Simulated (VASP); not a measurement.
# Mo3HS6 in VASP: a series of runs

Mo3HS6 is run at these levels: PBEsol; tasks: single point.

Program: VASP 6.6.1. These are calculated values, not measurements. Logs are shortened: lines on timing, memory, paths and dates and some standing lists are left out, and cuts for length are marked.

## 1. The cell of the first run

The cell holds a slab with vacuum, 10 atoms: a = 3.120 Å, b = 6.347 Å, c = 25.660 Å, α = 90.00°, β = 90.00°, γ = 104.23°.

## 2. Single point, PBEsol

The input, INCAR:

```
PREC = Accurate ; ENCUT = 520
EDIFF = 1E-7 ; ISMEAR = 0
SIGMA = 0.1 ; LREAL = F
LASPH = T ; NELM = 100
ALGO = Normal ; ISIF = 2
LWAVE = F ; LCHARG = F
LDIPOL = T ; IDIPOL = 3
DIPOL = 0.5 0.5 0.479 ; GGA = PS
NBANDS = 50
```

The input, KPOINTS:

```
Automatic mesh
0
Gamma
  10 5 1
```

The input, POSCAR:

```
Mo3HS6
1.0
    3.1204068985      0.0000000000      0.0000000000
   -1.5602034492      6.1523257957      0.0000000000
    0.0000000000      0.0000000000     25.6597815141
S Mo H
6 3 1
Direct
    0.8927216587      0.7854433174      0.3312576919
    0.1715891272      0.3431782543      0.3824398182
    0.4248770516      0.8497541032      0.4354374436
    0.7047428115      0.4094654124      0.4861970894
    0.9628665561      0.9257405526      0.5411345583
    0.1730160878      0.3460381128      0.6172031673
    0.5321553930      0.0643107859      0.3568487551
    0.0634283179      0.1268429315      0.4560351157
    0.6028601598      0.2057221030      0.5588565878
    0.3396827545      1.1793714461      0.6274811471
```

Potentials or basis: VASP PAW PBE potentials, release 64 (S, Mo_sv, H).

Launch:

```sh
$ cat potpaw_PBE.64/S/POTCAR potpaw_PBE.64/Mo_sv/POTCAR potpaw_PBE.64/H/POTCAR > POTCAR
$ mpirun -np 1 vasp_std > vasp.out
```

OUTCAR:

```text
PREC = Accurate
   ENCUT = 520
   EDIFF = 1E-7
   ISMEAR = 0
   LREAL = F
   LASPH = T
   NELM = 100
   ISIF = 2
   GGA = PS

 ion  position               nearest neighbor table
   1  0.893  0.785  0.331-   7 2.41   7 2.41
   2  0.172  0.343  0.382-   8 2.31   7 2.41   7 2.41
   3  0.425  0.850  0.435-   8 2.37   8 2.37   7 2.41
   4  0.705  0.409  0.486-   9 2.25   8 2.46   8 2.46
   5  0.963  0.926  0.541-   9 2.37   9 2.37   8 2.51
   6  0.173  0.346  0.617-  10 1.32   9 2.33   9 2.33
   7  0.532  0.064  0.357-   3 2.41   2 2.41   2 2.41   1 2.41   1 2.41   8 3.01   8 3.01
   8  0.063  0.127  0.456-   2 2.31   3 2.37   3 2.37   4 2.46   4 2.46   5 2.51   7 3.01   7 3.01
                             9 3.10   9 3.10
   9  0.603  0.206  0.559-  10 1.93   4 2.25   6 2.33   6 2.33   5 2.37   5 2.37   8 3.10   8 3.10

  10  0.340  0.179  0.627-   6 1.32   9 1.93

  LATTYP: Found a base centered orthorhombic cell.
 ALAT       =     3.1204068985
 B/A-ratio  =     3.9432843189
 C/A-ratio  =     8.2232165063

  Lattice vectors:

 A1 = (   1.5602034492,  -6.1523257957,   0.0000000000)
 A2 = (   1.5602034493,   6.1523257957,   0.0000000000)
 A3 = (   0.0000000000,   0.0000000000,  25.6597815141)

Analysis of symmetry for initial positions (statically):
=====================================================================
 Subroutine PRICEL returns:
 Original cell was already a primitive cell.

 Routine SETGRP: Setting up the symmetry group for a
 base centered orthorhombic supercell.

 Subroutine GETGRP returns: Found  1 space group operations
 (whereof  1 operations were pure point group operations)
 out of a pool of  8 trial point group operations.

The static configuration has the point symmetry C_1 .

Analysis of symmetry for dynamics (positions and initial velocities):
=====================================================================
 Subroutine PRICEL returns:
 Original cell was already a primitive cell.

 Routine SETGRP: Setting up the symmetry group for a
 base centered orthorhombic supercell.

 Subroutine GETGRP returns: Found  1 space group operations
 (whereof  1 operations were pure point group operations)
 out of a pool of  8 trial point group operations.

The dynamic configuration has the point symmetry C_1 .

 Subroutine INISYM returns: Found  1 space group operations
 (whereof  1 operations are pure point group operations),
 and found     1 'primitive' translations

----------------------------------------------------------------------------------------

                                     Primitive cell

  volume of cell :     492.6103

  direct lattice vectors                    reciprocal lattice vectors
     3.120406899  0.000000000  0.000000000     0.320471026  0.081270078  0.000000000
    -1.560203449  6.152325796  0.000000000     0.000000000  0.162540157  0.000000000
     0.000000000  0.000000000 25.659781514     0.000000000  0.000000000  0.038971493

  length of vectors
     3.120406899  6.347073932 25.659781514     0.330615342  0.162540157  0.038971493

  position of ions in fractional coordinates (direct lattice)
     0.892721659  0.785443317  0.331257692
     0.171589127  0.343178254  0.382439818
     0.424877052  0.849754103  0.435437444
     0.704742811  0.409465412  0.486197089
     0.962866556  0.925740553  0.541134558
     0.173016088  0.346038113  0.617203167
     0.532155393  0.064310786  0.356848755
     0.063428318  0.126842932  0.456035116
     0.602860160  0.205722103  0.558856588
     0.339682754  0.179371446  0.627481147

  ion indices of the primitive-cell ions
   primitive index   ion index
                 1           1
                 2           2
                 3           3
                 4           4
                 5           5
                 6           6
                 7           7
                 8           8
                 9           9
                10          10

----------------------------------------------------------------------------------------

 KPOINTS: Automatic mesh
[... 32 lines left out ...]
|                                                                             |
|     Results are often still useful ...                                      |
|                                                                             |
 -----------------------------------------------------------------------------

 WARNING: IBZKPT: internal override: KBLOWUP is changed to .FALSE.
      ... skipping the blow-up phase ...

 Subroutine IBZKPT returns following result:
 ===========================================

 Found     26 irreducible k-points:

 Following reciprocal coordinates:
            Coordinates               Weight
  0.000000  0.000000  0.000000      1.000000
  0.100000 -0.000000  0.000000      2.000000
  0.200000 -0.000000  0.000000      2.000000
  0.300000 -0.000000  0.000000      2.000000
  0.400000 -0.000000  0.000000      2.000000
  0.500000 -0.000000  0.000000      1.000000
[... 16 lines left out ...]
 -0.400000  0.400000  0.000000      2.000000
 -0.300000  0.400000  0.000000      2.000000
 [... further k-points ...]
   k-points           NKPTS =     26   k-points in BZ     NKDIM =     26   number of bands    NBANDS=     50
   number of dos      NEDOS =    301   number of ions     NIONS =     10
   total plane-waves  NPLWV = 221184
   dimension x,y,z NGX =    24 NGY =   48 NGZ =  192
   dimension x,y,z NGXF=    48 NGYF=   96 NGZF=  384
   ions per type =               6   3   1
   NGX,Y,Z   is equivalent  to a cutoff of  12.79, 12.57, 12.44 a.u.
   NGXF,Y,Z  is equivalent  to a cutoff of  25.57, 25.14, 24.88 a.u.
 SYSTEM =  unknown system
   PREC   = accura    normal or accurate (medium, high low for compatibility)
   ISTART =      0    job   : 0-new  1-cont  2-samecut
   ICHARG =      2    charge: 1-file 2-atom 10-const
   ISPIN  =      1    spin polarized calculation?
   LNONCOLLINEAR =      F non collinear calculations
   LSORBIT =      F    spin-orbit coupling
   LASPH  =      T    aspherical Exc in radial PAW
   ENCUT  =  520.0 eV  38.22 Ry    6.18 a.u.   5.80 11.80 47.71*2*pi/ulx,y,z
   NELM   =    100;   NELMIN=  2; NELMDL= -5     # of ELM steps
   EDIFF  = 0.1E-06   stopping-criterion for ELM
   LREAL  =      F    real-space projection
   EDIFFG = 0.1E-05   stopping-criterion for IOM
   NSW    =      0    number of steps for IOM
   IBRION =     -1    ionic relax: 0-MD 1-quasi-New 2-CG
   NFREE  =      0    steps in history (QN), initial steepest desc. (CG)
   ISIF   =      2    stress and relaxation
   ISYM   =      2    0-nonsym 1-usesym 2-fastsym
   POTIM  = 0.5000    time-step for ionic-motion
   TEBEG  =    0.0;   TEEND  =   0.0 temperature during run
   PSTRESS=    0.0 pullay stress
   NELECT =      79.0000    total number of electrons
   NUPDOWN=      -1.0000    fix difference up-down
   EMIN   =  10.00;   EMAX   =-10.00  energy-range for DOS
   EFERMI =   0.00;   METHOD = LEGACY
   ISMEAR =     0;   SIGMA  =   0.10  broadening in eV -4-tet -1-fermi 0-gaus
   EFERMI_NEDOS =   21; number of points for ismear=-14 and -15
   IALGO  =     38    algorithm
   IMIX   =      4    mixing-type and parameters
     AMIX     =   0.40;   BMIX     =  1.00
     AMIX_MAG =   1.60;   BMIX_MAG =  1.00
  volume/ion in A,a.u.               =      49.26       332.43
  Fermi-wavevector in a.u.,A,eV,Ry     =   0.889439  1.680795 10.763585  0.791101
  Thomas-Fermi vector in A             =   2.010999
   LORBIT       =      0    0 simple, 1 ext, 2 COOP (PROOUT), +10 PAW based schemes
   GGA     = PS    functional components
   LHFCALC =     F    Hartree Fock is set to
   AEXX    =    0.0000 exact exchange contribution
   IVDW    =     0    specifies the selected vdW correction
   LEPSILON=     F    determine dielectric tensor
   LRPA    =     F    only Hartree local field effects (RPA)
 non-spin polarized calculation
 Gauss-broadening in eV      SIGMA  =   0.10
  energy-cutoff  :      520.00
  volume of cell :      492.61
 maximum number of plane-waves:     13305
   NGX = 11   NGY = 23   NGZ = 95

 dipolmoment           0.000000      0.000000      0.331633 electrons x Angstroem

 number of electron      79.0000002 magnetization

 dipolmoment           0.000000      0.000000     -0.072242 electrons x Angstroem

 Free energy of the ion-electron system (eV)
  ---------------------------------------------------
  ext. energy  EPLUGINS =         0.00000000
  ---------------------------------------------------
  free energy    TOTEN  =       -68.64535119 eV

  energy without entropy =      -68.63678798  energy(sigma->0) =      -68.64106959

 E-fermi :  -0.5570     XC(G=0):  -4.2055

 val. band max:       -0.6006681248   @ k =   0.2000   0.4000   0.0000
 cond. band min:      -0.5401352962   @ k =   0.0000   0.4000   0.0000
 fundamental gap:      0.0605328286
 Fermi energy:        -0.5570468802

 k-point     1 :       0.0000    0.0000    0.0000
  band No.  band energies     occupation
      1     -62.1248      2.00000
      2     -61.9214      2.00000
      3     -61.8085      2.00000
      4     -36.4514      2.00000
      5     -36.3582      2.00000
      6     -36.1485      2.00000
[... 1261 lines left out ...]
     49       2.7138      0.00000
     50       2.8697      0.00000

 [... further k-points ...]

------------------------ aborting loop because EDIFF is reached ----------------------------------------

 vacuum level on the upper side and lower side of the slab       (xc-potential included)        -0.413         0.257

  FORCE on cell =-STRESS in cart. coord.  units (eV):
  Direction    XX          YY          ZZ          XY          YZ          ZX
  --------------------------------------------------------------------------------------
  -------------------------------------------------------------------------------------
  Total        1.4839882      1.8085765     -0.1025738     -1.8642771     -0.2085735     -0.8653169
  in kB        4.8265579      5.8822566     -0.3336135     -6.0634183     -0.6783693     -2.8143769
  external PRESSURE =       3.4584003 kB  Pullay stress =       0.0000000 kB

 VOLUME and BASIS-vectors are now :
 -----------------------------------------------------------------------------
  energy-cutoff  :      520.00
  volume of cell :      492.61
      direct lattice vectors                 reciprocal lattice vectors
     3.120406899  0.000000000  0.000000000     0.320471026  0.081270078  0.000000000
    -1.560203449  6.152325796  0.000000000     0.000000000  0.162540157  0.000000000
     0.000000000  0.000000000 25.659781514     0.000000000  0.000000000  0.038971493

 POSITION                                       TOTAL-FORCE (eV/Angst)
 -----------------------------------------------------------------------------------
      1.56020      4.83230      8.50000        -0.004706      1.549488     -0.562469
      0.00000      2.11134      9.81332         0.026999      0.890038     -1.239740
      0.00000      5.22796     11.17323        -0.039318      0.273958     -1.201958
      1.56023      2.51916     12.47571         0.035448      0.304977     -0.238063
      1.56019      5.69546     13.88539         0.000816      0.116841      0.415878
     -0.00001      2.12894     15.83730        -2.134445      2.365934      0.522507
      1.56020      0.39566      9.15666         0.037395     -2.870288      2.788609
      0.00002      0.78038     11.70176        -0.096217      0.097163      0.505395
      1.56020      1.26567     14.34014         0.863963     -0.567586     -2.141368
      0.78009      1.10355     16.10103         1.310066     -2.160524      1.151209
 -----------------------------------------------------------------------------------
    total drift:                                0.000216      0.000118     -0.000286

  FREE ENERGIE OF THE ION-ELECTRON SYSTEM (eV)
  ---------------------------------------------------
  free  energy   TOTEN  =       -68.6453511894 eV

  energy  without entropy=      -68.6367879816  energy(sigma->0) =      -68.64106959

 vacuum level on the upper side and lower side of the slab         3.651         4.335
```

Wall time 15 min (1 thread of Intel Xeon 6975P-C (Granite Rapids), shared host); peak memory 0.79 GiB.

What came out:

| Quantity | Value |
| --- | --- |
| Free energy | -68.6454 eV |
| Largest force | 4.002 eV/Å |
| Band gap on the k mesh | zero (an odd number of electrons rules out a gap without spin polarisation) |

Forces on the atoms (eV/Å):
```
S   -0.005  1.549 -0.562
S    0.027  0.890 -1.240
S   -0.039  0.274 -1.202
S    0.035  0.305 -0.238
S    0.001  0.117  0.416
S   -2.134  2.366  0.523
Mo   0.037 -2.870  2.789
Mo  -0.096  0.097  0.505
Mo   0.864 -0.568 -2.141
H    1.310 -2.161  1.151
```

Caveat: the PAW data sets were made with another functional, which shifts forces and pressure a little.

(Part 1 of 2 ends here.)

The gap in the log of VASP goes by the Fermi energy; the results here count the filled bands.